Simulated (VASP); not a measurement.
# N (P-3m1) in VASP: further runs

N is run at these levels: LDA; tasks: single point.

Program: VASP 6.6.1. These are calculated values, not measurements. Logs are shortened: lines on timing, memory, paths and dates and some standing lists are left out, and cuts for length are marked.

## 1. The cell of the first run

Symmetry: P-3m1, No. 164, trigonal system. The conventional cell has a = 3.527 Å, b = 3.527 Å, c = 13.351 Å, α = 90.00°, β = 90.00°, γ = 120.00°. Within 1.5 Å of N (site symmetry 3m) lie 1 N at 1.09 Å. Within 1.5 Å of N (site symmetry 3m) lie 1 N at 1.09 Å. Within 1.5 Å of N (site symmetry 3m) lie 1 N at 1.09 Å. Within 1.5 Å of N (site symmetry 3m) lie 1 N at 1.09 Å.

## 2. Single point, LDA

The input, INCAR:

```
PREC = Accurate
ENCUT = 520
EDIFF = 1E-6
ISMEAR = 0
SIGMA = 0.05
LREAL = False
LASPH = True
NELM = 80
ALGO = Normal
ISIF = 2
LWAVE = False
LCHARG = False
NBANDS = 30
```

The input, KPOINTS:

```
Automatic mesh
0
Gamma
  7 7 2
```

The input, POSCAR:

```
N
1.0
   -3.5269202438      0.0000000000      0.0000000000
   -1.7634601219     -3.0544025283      0.0000000000
    0.0000000000      0.0000000000     13.3505029787
N
8
Direct
    0.3333333333      0.3333333333      0.9356366191
    0.3333333333      0.3333333333      0.4244010873
    0.3333333333      0.3333333333      0.8536877420
    0.3333333333      0.3333333333      0.3424522103
    0.6666666667      0.6666666667      0.1687833215
    0.6666666667      0.6666666667      0.6800188532
    0.6666666667      0.6666666667      0.0868344444
    0.6666666667      0.6666666667      0.5980699762
```

Potentials or basis: VASP PAW LDA potentials, release 64 (N).

Command:

```
$ cat potpaw_LDA.64/N/POTCAR > POTCAR
$ mpirun -np 1 vasp_std > vasp.out
```

OUTCAR:

```text
PREC = Accurate
   ENCUT = 520
   EDIFF = 1E-6
   ISMEAR = 0
   LREAL = False
   LASPH = True
   NELM = 80
   ISIF = 2

 ion  position               nearest neighbor table
   1  0.333  0.333  0.936-   3 1.09
   2  0.333  0.333  0.424-   4 1.09
   3  0.333  0.333  0.854-   1 1.09
   4  0.333  0.333  0.342-   2 1.09
   5  0.667  0.667  0.169-   7 1.09
   6  0.667  0.667  0.680-   8 1.09
   7  0.667  0.667  0.087-   5 1.09
   8  0.667  0.667  0.598-   6 1.09

  LATTYP: Found a hexagonal cell.
 ALAT       =     3.5269202438
 C/A-ratio  =     3.7853146813

  Lattice vectors:

 A1 = (   1.7634601219,   3.0544025283,   0.0000000000)
 A2 = (  -3.5269202438,   0.0000000000,   0.0000000000)
 A3 = (   0.0000000000,   0.0000000000,  13.3505029787)

Analysis of symmetry for initial positions (statically):
=====================================================================
 Subroutine PRICEL returns:
 Original cell was already a primitive cell.

 Routine SETGRP: Setting up the symmetry group for a
 hexagonal supercell.

 Subroutine GETGRP returns: Found 12 space group operations
 (whereof  6 operations were pure point group operations)
 out of a pool of 24 trial point group operations.

The static configuration has the point symmetry C_3v.
 The point group associated with its full space group is D_3d.

Analysis of symmetry for dynamics (positions and initial velocities):
=====================================================================
 Subroutine PRICEL returns:
 Original cell was already a primitive cell.

 Routine SETGRP: Setting up the symmetry group for a
 hexagonal supercell.

 Subroutine GETGRP returns: Found 12 space group operations
 (whereof  6 operations were pure point group operations)
 out of a pool of 24 trial point group operations.

The dynamic configuration has the point symmetry C_3v.
 The point group associated with its full space group is D_3d.

 Subroutine INISYM returns: Found 12 space group operations
 (whereof  6 operations are pure point group operations),
 and found     1 'primitive' translations

----------------------------------------------------------------------------------------
[... 96 lines left out ...]
   EDIFF  = 0.1E-05   stopping-criterion for ELM
   LREAL  =      F    real-space projection
   EDIFFG = 0.1E-04   stopping-criterion for IOM
   NSW    =      0    number of steps for IOM
   IBRION =     -1    ionic relax: 0-MD 1-quasi-New 2-CG
   NFREE  =      0    steps in history (QN), initial steepest desc. (CG)
   ISIF   =      2    stress and relaxation
   ISYM   =      2    0-nonsym 1-usesym 2-fastsym
   POTIM  = 0.5000    time-step for ionic-motion
   TEBEG  =    0.0;   TEEND  =   0.0 temperature during run
   PSTRESS=    0.0 pullay stress
   NELECT =      40.0000    total number of electrons
   NUPDOWN=      -1.0000    fix difference up-down
   EMIN   =  10.00;   EMAX   =-10.00  energy-range for DOS
   EFERMI =   0.00;   METHOD = LEGACY
   ISMEAR =     0;   SIGMA  =   0.05  broadening in eV -4-tet -1-fermi 0-gaus
   EFERMI_NEDOS =   21; number of points for ismear=-14 and -15
   IALGO  =     38    algorithm
   IMIX   =      4    mixing-type and parameters
     AMIX     =   0.40;   BMIX     =  1.00
     AMIX_MAG =   1.60;   BMIX_MAG =  1.00
  volume/ion in A,a.u.               =      17.98       121.32
  Fermi-wavevector in a.u.,A,eV,Ry     =   1.068616  2.019391 15.537037  1.141940
  Thomas-Fermi vector in A             =   2.204270
   LORBIT       =      0    0 simple, 1 ext, 2 COOP (PROOUT), +10 PAW based schemes
   GGA     = CA    functional components
   LHFCALC =     F    Hartree Fock is set to
   AEXX    =    0.0000 exact exchange contribution
   IVDW    =     0    specifies the selected vdW correction
   LEPSILON=     F    determine dielectric tensor
   LRPA    =     F    only Hartree local field effects (RPA)
 non-spin polarized calculation
 Gauss-broadening in eV      SIGMA  =   0.05
  energy-cutoff  :      520.00
  volume of cell :      143.82
 maximum number of plane-waves:      3938
 NGX is ok and might be reduce to    28
   NGX = 13   NGY = 13   NGZ = 49

 number of electron      40.0000002 magnetization

 Free energy of the ion-electron system (eV)
  ---------------------------------------------------
  ext. energy  EPLUGINS =         0.00000000
  ---------------------------------------------------
  free energy    TOTEN  =       -70.32611707 eV

  energy without entropy =      -70.32611707  energy(sigma->0) =      -70.32611707

 E-fermi :  -4.8908     XC(G=0):  -7.9302

 val. band max:       -5.1350167346   @ k =   0.0000   0.0000   0.0000
 cond. band min:       1.0359422594   @ k =  -0.4286   0.2857   0.0000
 fundamental gap:      6.1709589940
 Fermi energy:        -4.8908090357

 k-point     1 :       0.0000    0.0000    0.0000
  band No.  band energies     occupation
      1     -24.2302      2.00000
      2     -24.1950      2.00000
      3     -24.1856      2.00000
      4     -24.1583      2.00000
      5     -10.0648      2.00000
      6      -9.5232      2.00000
[... 517 lines left out ...]
     29       7.3333      0.00000
     30       7.3462      0.00000

------------------------ aborting loop because EDIFF is reached ----------------------------------------

  FORCE on cell =-STRESS in cart. coord.  units (eV):
  Direction    XX          YY          ZZ          XY          YZ          ZX
  --------------------------------------------------------------------------------------
  -------------------------------------------------------------------------------------
  Total       -0.0152989     -0.0152989      6.8895261     -0.0000000     -0.0000000      0.0000000
  in kB       -0.1704320     -0.1704320     76.7503549     -0.0000000     -0.0000000      0.0000000
  external PRESSURE =      25.4698303 kB  Pullay stress =       0.0000000 kB

 VOLUME and BASIS-vectors are now :
 -----------------------------------------------------------------------------
  energy-cutoff  :      520.00
  volume of cell :      143.82
      direct lattice vectors                 reciprocal lattice vectors
    -3.526920244  0.000000000  0.000000000    -0.283533488  0.163698136  0.000000000
    -1.763460122 -3.054402528  0.000000000     0.000000000 -0.327396272  0.000000000
     0.000000000  0.000000000 13.350502979     0.000000000  0.000000000  0.074903545

 POSITION                                       TOTAL-FORCE (eV/Angst)
 -----------------------------------------------------------------------------------
     -1.76346     -1.01813     12.49122        -0.000000      0.000000      1.459247
     -1.76346     -1.01813      5.66597        -0.000000     -0.000000      1.531705
     -1.76346     -1.01813     11.39716         0.000000      0.000000     -1.568728
     -1.76346     -1.01813      4.57191         0.000000      0.000000     -1.530453
     -3.52692     -2.03627      2.25334        -0.000000     -0.000000      1.568728
     -3.52692     -2.03627      9.07859        -0.000000     -0.000000      1.530453
     -3.52692     -2.03627      1.15928         0.000000     -0.000000     -1.459247
     -3.52692     -2.03627      7.98453         0.000000      0.000000     -1.531705
 -----------------------------------------------------------------------------------
    total drift:                                0.000000      0.000000      0.000079

  FREE ENERGIE OF THE ION-ELECTRON SYSTEM (eV)
  ---------------------------------------------------
  free  energy   TOTEN  =       -70.3261170681 eV

  energy  without entropy=      -70.3261170681  energy(sigma->0) =      -70.32611707
```

OSZICAR:

```text
N       E                     dE             d eps       ncg     rms          rms(c)
DAV:   1     0.236806323558E+03    0.23681E+03   -0.19592E+04   960   0.117E+03
DAV:   2    -0.531936362104E+02   -0.29000E+03   -0.27942E+03  1290   0.265E+02
DAV:   3    -0.740642639157E+02   -0.20871E+02   -0.20660E+02  1104   0.765E+01
DAV:   4    -0.742819782503E+02   -0.21771E+00   -0.21745E+00  1148   0.883E+00
DAV:   5    -0.742839668292E+02   -0.19886E-02   -0.19877E-02  1216   0.793E-01    0.161E+01
DAV:   6    -0.710989874774E+02    0.31850E+01   -0.43467E+00   978   0.111E+01    0.910E+00
DAV:   7    -0.703581363795E+02    0.74085E+00   -0.27727E+00  1166   0.915E+00    0.226E+00
DAV:   8    -0.703263912193E+02    0.31745E-01   -0.25288E-01  1092   0.255E+00    0.400E-01
DAV:   9    -0.703262002289E+02    0.19099E-03   -0.69716E-03  1098   0.452E-01    0.186E-01
DAV:  10    -0.703261616561E+02    0.38573E-04   -0.15027E-03  1124   0.211E-01    0.613E-02
DAV:  11    -0.703261187390E+02    0.42917E-04   -0.73865E-05  1146   0.562E-02    0.134E-02
DAV:  12    -0.703261159244E+02    0.28146E-05   -0.17601E-05  1200   0.244E-02    0.987E-03
DAV:  13    -0.703261169517E+02   -0.10273E-05   -0.10558E-06   714   0.738E-03    0.245E-03
DAV:  14    -0.703261170681E+02   -0.11637E-06   -0.35593E-07   714   0.436E-03
   1 F= -.70326117E+02 E0= -.70326117E+02  d E =-.128776E-13
```

stdout:

```text
POSCAR found type information on POSCAR N
 POSCAR found :  1 types and       8 ions
 scaLAPACK will be used
 LDA part: xc-table for (Slater(with rela. corr.)+CA(PZ))
 , standard interpolation
 POSCAR, INCAR and KPOINTS ok, starting setup
 FFT: planning ... GRIDC
 FFT: planning ... GRID_SOFT
 FFT: planning ... GRID
 WAVECAR not read
 entering main loop
```

It took 26 s on 1 thread of Intel Xeon 6975P-C (Granite Rapids), shared host; peak memory 0.22 GiB.

What came out:

| Property | Result |
| --- | --- |
| Free energy | -70.3261 eV |
| Pressure | 2.5 GPa |
| Largest force | 1.569 eV/Å |
| Band gap on the k mesh | 6.17 eV, indirect (least direct gap 6.55 eV) |

Forces in eV/Å, atoms in the order of the input:
```
N    0.000  0.000  1.459
N    0.000  0.000  1.532
N    0.000  0.000 -1.569
N    0.000  0.000 -1.530
N    0.000  0.000  1.569
N    0.000  0.000  1.530
N    0.000  0.000 -1.459
N    0.000  0.000 -1.532
```

Stress tensor (GPa, compression positive):
```
-0.02  0.00  0.00
 0.00 -0.02  0.00
 0.00  0.00  7.68
```

Caveat: the standard files for N, O and F lose accuracy on very short bonds; forces of over 1 eV/Å act on the atoms, so gaps and moduli don't describe the material at rest. LDA gaps usually lie below the measured ones, often by a third to a half.

## 3. Single point, LDA

This run uses another cell than the first one, of 18.79 Å³/atom, 1.045 times its volume.

The input, INCAR:

```
PREC = Accurate ; ENCUT = 520
EDIFF = 1E-6 ; ISMEAR = 0
SIGMA = 0.05 ; LREAL = False
LASPH = True ; NELM = 60
ALGO = Normal ; ISIF = 2
LWAVE = False ; LCHARG = True
LELF = True ; LVHAR = True
NBANDS = 30
```

KPOINTS is that of step 2.

The input, POSCAR:

```
N
1.0
   -3.5269202438      0.0000000000      0.0000000000
   -1.7634601219     -3.0544025283      0.0000000000
    0.0000000000      0.0000000000     13.9505029787
N
8
Direct
    0.3333333333      0.3333333333      0.8953956348
    0.3333333333      0.3333333333      0.4061479353
    0.3333333333      0.3333333333      0.8169713135
    0.3333333333      0.3333333333      0.3277236140
    0.6666666667      0.6666666667      0.1615240855
    0.6666666667      0.6666666667      0.6507717850
    0.6666666667      0.6666666667      0.0830997643
    0.6666666667      0.6666666667      0.5723474638
```

Potentials or basis: VASP PAW LDA potentials, release 64 (N).

Command:

```
$ cat potpaw_LDA.64/N/POTCAR > POTCAR
$ mpirun -np 1 vasp_std > vasp.out
```

Wall time 32 s (1 thread of Intel Xeon 6975P-C (Granite Rapids), shared host); peak memory 0.22 GiB.

It converged, with:

* Free energy: -70.3329 eV
* Pressure: 2.1 GPa
* Largest force: 1.557 eV/Å
* Band gap on the k mesh: 6.46 eV, indirect (least direct gap 6.66 eV)

Forces on the atoms (eV/Å):
```
N    0.000  0.000  1.557
N    0.000  0.000  1.531
N    0.000  0.000 -1.516
N    0.000  0.000 -1.533
N    0.000  0.000  1.516
N    0.000  0.000  1.533
N    0.000  0.000 -1.557
N    0.000  0.000 -1.531
```

Stress tensor (GPa, compression positive):
```
-0.22  0.00  0.00
 0.00 -0.22  0.00
 0.00  0.00  6.85
```

Levels at points of the mesh, in eV from the valence-band top:
```csv
k point,band 18,band 19,band 20,band 21,band 22,band 23
"(0.00, 0.00, 0.00)",-0.85,-0.68,0.00,7.93,7.93,8.14
"(0.00, 0.00, 0.50)",-1.38,-0.29,-0.14,7.97,7.97,8.03
```

Caveat: the standard files for N, O and F lose accuracy on very short bonds; forces of over 1 eV/Å act on the atoms, so gaps and moduli don't describe the material at rest.

## 4. Single point, LDA

This run uses another cell than the first one, of 19.32 Å³/atom, 1.075 times its volume.

The input, INCAR:

```
PREC = Accurate
ENCUT = 520
EDIFF = 1E-6
ISMEAR = 0
SIGMA = 0.05
LREAL = F
LASPH = T
NELM = 100
ALGO = Normal
ISIF = 2
LWAVE = F
LCHARG = F
GGA = CA
NBANDS = 30
```

KPOINTS is that of step 3.

The input, POSCAR:

```
N
1.0
   -3.5269202438      0.0000000000      0.0000000000
   -1.7634601219     -3.0544025283      0.0000000000
    0.0000000000      0.0000000000     14.3505029787
N
8
Direct
    0.3333333333      0.3333333333      0.8704377462
    0.3333333333      0.3333333333      0.3948271353
    0.3333333333      0.3333333333      0.7941993922
    0.3333333333      0.3333333333      0.3185887812
    0.6666666667      0.6666666667      0.1570218298
    0.6666666667      0.6666666667      0.6326324407
    0.6666666667      0.6666666667      0.0807834757
    0.6666666667      0.6666666667      0.5563940867
```

Command:

```
$ cat potpaw_LDA.64/N/POTCAR > POTCAR
$ mpirun -np 1 vasp_std > vasp.out
```

Wall time 32 s (1 thread of Intel Xeon 6975P-C (Granite Rapids), shared host); peak memory 0.23 GiB.

The run converged. Its results:

```
Free energy            : -70.3148 eV
Pressure               : 2.1 GPa
Largest force          : 1.552 eV/Å
Band gap on the k mesh : 6.54 eV, indirect (least direct gap 6.71 eV)
```

Forces on the atoms (eV/Å):
```
N    0.000  0.000  1.552
N    0.000  0.000  1.532
N    0.000  0.000 -1.510
N    0.000  0.000 -1.533
N    0.000  0.000  1.510
N    0.000  0.000  1.533
N    0.000  0.000 -1.552
N    0.000  0.000 -1.532
```

Stress tensor (GPa, compression positive):
```
-0.23  0.00  0.00
 0.00 -0.23  0.00
 0.00  0.00  6.62
```

Levels at points of the mesh, in eV from the valence-band top:
| k point | band 16 | band 17 | band 18 | band 19 | band 20 | band 21 | band 22 | band 23 | band 24 | band 25 |
| --- | --- | --- | --- | --- | --- | --- | --- | --- | --- | --- |
| (0.00, 0.00, 0.00) | -1.74 | -1.74 | -0.92 | -0.59 | -0.01 | 7.99 | 7.99 | 8.16 | 8.16 | 8.27 |
| (0.00, 0.00, 0.50) | -1.75 | -1.57 | -1.24 | -0.36 | -0.08 | 8.01 | 8.01 | 8.11 | 8.11 | 8.33 |

Caveat: the standard files for N, O and F lose accuracy on very short bonds; forces of over 1 eV/Å act on the atoms, so gaps and moduli don't describe the material at rest.

## 5. Single point, LDA

This run uses another cell than the first one, of 20.00 Å³/atom, 1.112 times its volume.

The input, INCAR:

```
PREC     = Accurate       # precision mode
ENCUT    = 520            # plane-wave cutoff, eV
EDIFF    = 1E-7           # SCF threshold, eV
ISMEAR   = 0              # smearing method
SIGMA    = 0.05           # smearing width, eV
LREAL    = False          # projectors in reciprocal space
LASPH    = True           # aspherical terms in the spheres
NELM     = 80             # most SCF steps
ALGO     = Normal         # electronic algorithm
ISIF     = 2              # what is computed and relaxed
LWAVE    = False          # write WAVECAR
LCHARG   = False          # write CHGCAR
NBANDS   = 30             # bands
```

The input, KPOINTS:

```
regular mesh
0
Gamma
  7 7 2
```

The input, POSCAR:

```
N
1.0
   -3.5269202438      0.0000000000      0.0000000000
   -1.7634601219     -3.0544025283      0.0000000000
    0.0000000000      0.0000000000     14.8505029787
N
8
Direct
    0.3333333333      0.3333333333      0.8411310706
    0.3333333333      0.3333333333      0.3815337426
    0.3333333333      0.3333333333      0.7674595776
    0.3333333333      0.3333333333      0.3078622495
    0.6666666667      0.6666666667      0.1517350785
    0.6666666667      0.6666666667      0.6113324066
    0.6666666667      0.6666666667      0.0780635855
    0.6666666667      0.6666666667      0.5376609135
```

Command:

```
$ cat potpaw_LDA.64/N/POTCAR > POTCAR
$ mpirun -np 1 vasp_std > vasp.out
```

Run time: 36 s. Hardware: 1 thread of Intel Xeon 6975P-C (Granite Rapids), shared host; peak memory 0.23 GiB.

Results (log left out):

* Free energy: -70.2975 eV
* Pressure: 2.0 GPa
* Largest force: 1.533 eV/Å
* Band gap on the k mesh: 6.58 eV, indirect (least direct gap 6.75 eV)

Forces in eV/Å, atoms in the order of the input:
```
N    0.000  0.000  1.532
N    0.000  0.000  1.531
N    0.000  0.000 -1.510
N    0.000  0.000 -1.533
N    0.000  0.000  1.510
N    0.000  0.000  1.533
N    0.000  0.000 -1.532
N    0.000  0.000 -1.531
```

Stress tensor (GPa, compression positive):
```
-0.22  0.00  0.00
 0.00 -0.22  0.00
 0.00  0.00  6.44
```

Levels at points of the mesh, in eV from the valence-band top:
```csv
k point,band 16,band 17,band 18,band 19,band 20,band 21,band 22,band 23,band 24,band 25
"(0.00, 0.00, 0.00)",-1.72,-1.69,-0.98,-0.52,-0.01,8.02,8.02,8.17,8.17,8.31
"(0.00, 0.00, 0.50)",-1.72,-1.59,-1.14,-0.40,-0.05,8.02,8.02,8.15,8.15,8.33
```

Caveat: the standard files for N, O and F lose accuracy on very short bonds; forces of over 1 eV/Å act on the atoms, so gaps and moduli don't describe the material at rest. A k mesh can miss the band edges.

## 6. Single point, LDA

This run uses another cell than the first one, of 21.07 Å³/atom, 1.172 times its volume.

The input, INCAR:

```
SYSTEM = N
PREC     = Accurate       ! precision mode
ENCUT    = 520            ! plane-wave cutoff, eV
EDIFF    = 1E-6           ! SCF threshold, eV
ISMEAR   = 0              ! smearing method
SIGMA    = 0.05           ! smearing width, eV
LREAL    = .FALSE.        ! projectors in reciprocal space
LASPH    = .TRUE.         ! aspherical terms in the spheres
NELM     = 100            ! most SCF steps
ALGO     = Normal         ! electronic algorithm
ISIF     = 2              ! what is computed and relaxed
LWAVE    = .FALSE.        ! write WAVECAR
LCHARG   = .TRUE.         ! write CHGCAR
GGA      = CA             ! functional
LELF     = .TRUE.         ! ELF
LVHAR    = .TRUE.       
NBANDS   = 30             ! bands
```

The input, KPOINTS:

```
Automatic mesh
0
G
  7 7 2
  0 0 0
```

The input, POSCAR:

```
N
1.0
   -3.5269202438      0.0000000000      0.0000000000
   -1.7634601219     -3.0544025283      0.0000000000
    0.0000000000      0.0000000000     15.6505029787
N
8
Direct
    0.3333333333      0.3333333333      0.7981353371
    0.3333333333      0.3333333333      0.3620310471
    0.3333333333      0.3333333333      0.7282296779
    0.3333333333      0.3333333333      0.2921253879
    0.6666666667      0.6666666667      0.1439789021
    0.6666666667      0.6666666667      0.5800831921
    0.6666666667      0.6666666667      0.0740732429
    0.6666666667      0.6666666667      0.5101775329
```

Potentials or basis: VASP PAW LDA potentials, release 64 (N).

Command:

```
$ cat potpaw_LDA.64/N/POTCAR > POTCAR
$ mpirun -np 1 vasp_std > vasp.out
```

Wall time 38 s (1 thread of Intel Xeon 6975P-C (Granite Rapids), shared host); peak memory 0.24 GiB.

Results (log left out):

```
Free energy            : -70.2863 eV
Pressure               : 1.9 GPa
Largest force          : 1.533 eV/Å
Band gap on the k mesh : 6.61 eV, indirect (least direct gap 6.78 eV)
```

Forces in eV/Å, atoms in the order of the input:
```
N    0.000  0.000  1.515
N    0.000  0.000  1.531
N    0.000  0.000 -1.511
N    0.000  0.000 -1.533
N    0.000  0.000  1.511
N    0.000  0.000  1.533
N    0.000  0.000 -1.515
N    0.000  0.000 -1.531
```

Stress tensor (GPa, compression positive):
```
-0.20  0.00  0.00
 0.00 -0.20  0.00
 0.00  0.00  6.17
```

Levels at points of the mesh, in eV from the valence-band top:
| k point | band 17 | band 18 | band 19 | band 20 | band 21 | band 22 | band 23 | band 24 |
| --- | --- | --- | --- | --- | --- | --- | --- | --- |
| (0.00, 0.00, 0.00) | -1.64 | -1.02 | -0.47 | -0.01 | 8.04 | 8.04 | 8.18 | 8.18 |
| (0.00, 0.00, 0.50) | -1.61 | -1.07 | -0.43 | -0.02 | 8.04 | 8.04 | 8.17 | 8.17 |

Caveat: the standard files for N, O and F lose accuracy on very short bonds; forces of over 1 eV/Å act on the atoms, so gaps and moduli don't describe the material at rest.

(Part 1 of 2 ends here.)
